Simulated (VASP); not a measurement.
# IrC3 (Im-3m) in VASP: single point with PBE

Aim: the single point of IrC3 with PBE.

Everything below comes from runs of VASP 6.6.1. Logs are shortened: lines on timing, memory, paths and dates and some standing lists are left out, and cuts for length are marked.

## 1. The cell of the first run

The structure is cubic, space group Im-3m (No. 229). Conventional cell: a = 4.149 Å, b = 4.149 Å, c = 4.149 Å, α = 90.00°, β = 90.00°, γ = 90.00°. Ir (site symmetry m-3m) has 6 C at 2.07 Å within 2.7 Å. C (site symmetry 4/mmm) has 2 Ir at 2.07 Å and 4 C at 2.07 Å within 2.7 Å.

The cell was built from a structure type or drawn by symmetry, and may not be a known phase.

## 2. Single point, PBE

File INCAR:

```
ALGO = Normal ; EDIFF = 1E-6
ENCUT = 600 ; GGA = PE
GGA_COMPAT = False ; ISIF = 2
ISMEAR = 0 ; LASPH = True
LCHARG = False ; LREAL = False
LWAVE = False ; NBANDS = 22
NELM = 120 ; PREC = Accurate
SIGMA = 0.1
```

File KPOINTS:

```
k-points
0
Gamma
  16 16 16
```

File POSCAR:

```
IrC3
1.0
   -2.0745344866      2.0745344866      2.0745344866
    2.0745344866     -2.0745344866      2.0745344866
    2.0745344866      2.0745344866     -2.0745344866
Ir C
1 3
Direct
    0.0000000000      0.0000000000      0.0000000000
    0.0000000000      0.5000000000      0.5000000000
    0.5000000000      0.0000000000      0.5000000000
    0.5000000000      0.5000000000      0.0000000000
```

Potentials or basis: VASP PAW PBE potentials, release 64 (Ir_sv_GW, C).

On the command line:

```sh
cat potpaw_PBE.64/Ir_sv_GW/POTCAR potpaw_PBE.64/C/POTCAR > POTCAR
mpirun -np 1 vasp_std > vasp.out
```

OUTCAR:

```text
EDIFF = 1E-6
   ENCUT = 600
   GGA = PE
   ISIF = 2
   ISMEAR = 0
   LASPH = True
   LREAL = False
   NELM = 120
   PREC = Accurate

 ion  position               nearest neighbor table
   1  0.000  0.000  0.000-   2 2.07   3 2.07   4 2.07   2 2.07   3 2.07   4 2.07
   2  0.000  0.500  0.500-   1 2.07   1 2.07
   3  0.500  0.000  0.500-   1 2.07   1 2.07
   4  0.500  0.500  0.000-   1 2.07   1 2.07

  LATTYP: Found a body centered cubic cell.
 ALAT       =     4.1490689732

  Lattice vectors:

 A1 = (  -2.0745344866,   2.0745344866,   2.0745344866)
 A2 = (   2.0745344866,  -2.0745344866,   2.0745344866)
 A3 = (   2.0745344866,   2.0745344866,  -2.0745344866)

Analysis of symmetry for initial positions (statically):
=====================================================================
 Subroutine PRICEL returns:
 Original cell was already a primitive cell.

 Routine SETGRP: Setting up the symmetry group for a
 body centered cubic supercell.

 Subroutine GETGRP returns: Found 48 space group operations
 (whereof 48 operations were pure point group operations)
 out of a pool of 48 trial point group operations.

The static configuration has the point symmetry O_h .

Analysis of symmetry for dynamics (positions and initial velocities):
=====================================================================
 Subroutine PRICEL returns:
 Original cell was already a primitive cell.

 Routine SETGRP: Setting up the symmetry group for a
 body centered cubic supercell.

 Subroutine GETGRP returns: Found 48 space group operations
 (whereof 48 operations were pure point group operations)
 out of a pool of 48 trial point group operations.

The dynamic configuration has the point symmetry O_h .

 Subroutine INISYM returns: Found 48 space group operations
 (whereof 48 operations are pure point group operations),
 and found     1 'primitive' translations

----------------------------------------------------------------------------------------

                                     Primitive cell

  volume of cell :      35.7126

[... 85 lines left out ...]
   ICHARG =      2    charge: 1-file 2-atom 10-const
   ISPIN  =      1    spin polarized calculation?
   LNONCOLLINEAR =      F non collinear calculations
   LSORBIT =      F    spin-orbit coupling
   LASPH  =      T    aspherical Exc in radial PAW
   ENCUT  =  600.0 eV  44.10 Ry    6.64 a.u.   7.18  7.18  7.18*2*pi/ulx,y,z
   NELM   =    120;   NELMIN=  2; NELMDL= -5     # of ELM steps
   EDIFF  = 0.1E-05   stopping-criterion for ELM
   LREAL  =      F    real-space projection
   EDIFFG = 0.1E-04   stopping-criterion for IOM
   NSW    =      0    number of steps for IOM
   IBRION =     -1    ionic relax: 0-MD 1-quasi-New 2-CG
   NFREE  =      0    steps in history (QN), initial steepest desc. (CG)
   ISIF   =      2    stress and relaxation
   ISYM   =      2    0-nonsym 1-usesym 2-fastsym
   POTIM  = 0.5000    time-step for ionic-motion
   TEBEG  =    0.0;   TEEND  =   0.0 temperature during run
   PSTRESS=    0.0 pullay stress
   NELECT =      29.0000    total number of electrons
   NUPDOWN=      -1.0000    fix difference up-down
   EMIN   =  10.00;   EMAX   =-10.00  energy-range for DOS
   EFERMI =   0.00;   METHOD = LEGACY
   ISMEAR =     0;   SIGMA  =   0.10  broadening in eV -4-tet -1-fermi 0-gaus
   EFERMI_NEDOS =   21; number of points for ismear=-14 and -15
   IALGO  =     38    algorithm
   IMIX   =      4    mixing-type and parameters
     AMIX     =   0.40;   BMIX     =  1.00
     AMIX_MAG =   1.60;   BMIX_MAG =  1.00
  volume/ion in A,a.u.               =       8.93        60.25
  Fermi-wavevector in a.u.,A,eV,Ry     =   1.527332  2.886239 31.738904  2.332744
  Thomas-Fermi vector in A             =   2.635243
   LORBIT       =      0    0 simple, 1 ext, 2 COOP (PROOUT), +10 PAW based schemes
   GGA     = PE    functional components
   LHFCALC =     F    Hartree Fock is set to
   AEXX    =    0.0000 exact exchange contribution
   IVDW    =     0    specifies the selected vdW correction
   LEPSILON=     F    determine dielectric tensor
   LRPA    =     F    only Hartree local field effects (RPA)
 non-spin polarized calculation
 Gauss-broadening in eV      SIGMA  =   0.10
  energy-cutoff  :      600.00
  volume of cell :       35.71
 maximum number of plane-waves:      1208
 NGX is ok and might be reduce to    30
   NGX = 15   NGY = 15   NGZ = 15

 number of electron      29.0000001 magnetization

 Free energy of the ion-electron system (eV)
  ---------------------------------------------------
  ext. energy  EPLUGINS =         0.00000000
  ---------------------------------------------------
  free energy    TOTEN  =       -27.95946904 eV

  energy without entropy =      -27.95115928  energy(sigma->0) =      -27.95531416

 E-fermi :   9.1013     XC(G=0): -13.2881

 val. band max:        9.0851048674   @ k =  -0.3750   0.4375   0.3125
 cond. band min:       9.1016072341   @ k =  -0.3125   0.4375   0.1250
 fundamental gap:      0.0165023667
 Fermi energy:         9.1012605130

 k-point     1 :       0.0000    0.0000    0.0000
  band No.  band energies     occupation
      1     -83.7198      2.00000
      2     -40.5343      2.00000
      3     -40.5343      2.00000
      4     -40.5343      2.00000
      5      -7.2096      2.00000
      6       0.9288      2.00000
[... 589 lines left out ...]
     21      16.2221      0.00000
     22      20.7963      0.00000

 [... further k-points ...]

------------------------ aborting loop because EDIFF is reached ----------------------------------------

  FORCE on cell =-STRESS in cart. coord.  units (eV):
  Direction    XX          YY          ZZ          XY          YZ          ZX
  --------------------------------------------------------------------------------------
  -------------------------------------------------------------------------------------
  Total       -0.0939983     -0.0939983     -0.0939983      0.0000000     -0.0000000      0.0000000
  in kB       -4.2170472     -4.2170472     -4.2170472      0.0000000     -0.0000000      0.0000000
  external PRESSURE =      -4.2170472 kB  Pullay stress =       0.0000000 kB

 VOLUME and BASIS-vectors are now :
 -----------------------------------------------------------------------------
  energy-cutoff  :      600.00
  volume of cell :       35.71
      direct lattice vectors                 reciprocal lattice vectors
    -2.074534487  2.074534487  2.074534487     0.000000000  0.241017926  0.241017926
     2.074534487 -2.074534487  2.074534487     0.241017926  0.000000000  0.241017926
     2.074534487  2.074534487 -2.074534487     0.241017926  0.241017926  0.000000000

 POSITION                                       TOTAL-FORCE (eV/Angst)
 -----------------------------------------------------------------------------------
      0.00000      0.00000      0.00000        -0.000000      0.000000     -0.000000
      2.07453      0.00000      0.00000         0.000000     -0.000000      0.000000
      0.00000      2.07453      0.00000         0.000000      0.000000      0.000000
      0.00000      0.00000      2.07453         0.000000     -0.000000     -0.000000
 -----------------------------------------------------------------------------------
    total drift:                               -0.000000     -0.000000      0.000000

  FREE ENERGIE OF THE ION-ELECTRON SYSTEM (eV)
  ---------------------------------------------------
  free  energy   TOTEN  =       -27.9594690366 eV

  energy  without entropy=      -27.9511592756  energy(sigma->0) =      -27.95531416
```

stdout:

```text
POSCAR found type information on POSCAR IrC
 POSCAR found :  2 types and       4 ions
 scaLAPACK will be used
 LDA part: xc-table for (Slater+PW92), standard interpolation
 POSCAR, INCAR and KPOINTS ok, starting setup
 FFT: planning ... GRIDC
 FFT: planning ... GRID_SOFT
 FFT: planning ... GRID
 WAVECAR not read
 entering main loop
```

Run time: 2.1 min. Hardware: 1 thread of Intel Xeon Platinum 8488C (Sapphire Rapids), shared host; peak memory 0.28 GiB.

Results:

```yaml
Free_energy: -27.9595 eV
Pressure: -0.4 GPa
Band_gap_on_the_k_mesh: zero (an odd number of electrons rules out a gap without spin polarisation)
```

Levels at points of the mesh, in eV from the Fermi level:
| k point | band 12 | band 13 | band 14 | band 15 | band 16 | band 17 |
| --- | --- | --- | --- | --- | --- | --- |
| (0.00, 0.00, 0.00) | -3.58 | -3.58 | -0.95 | -0.95 | -0.95 | 2.09 |
| (0.50, 0.00, 0.00) | -1.92 | -1.87 | 0.60 | 1.09 | 1.40 | 1.94 |
| (0.50, 0.50, 0.50) | -2.04 | -2.04 | 0.74 | 0.74 | 0.74 | 1.34 |

Caveat: spin-orbit coupling is left out, which moves the levels of the heavy elements.
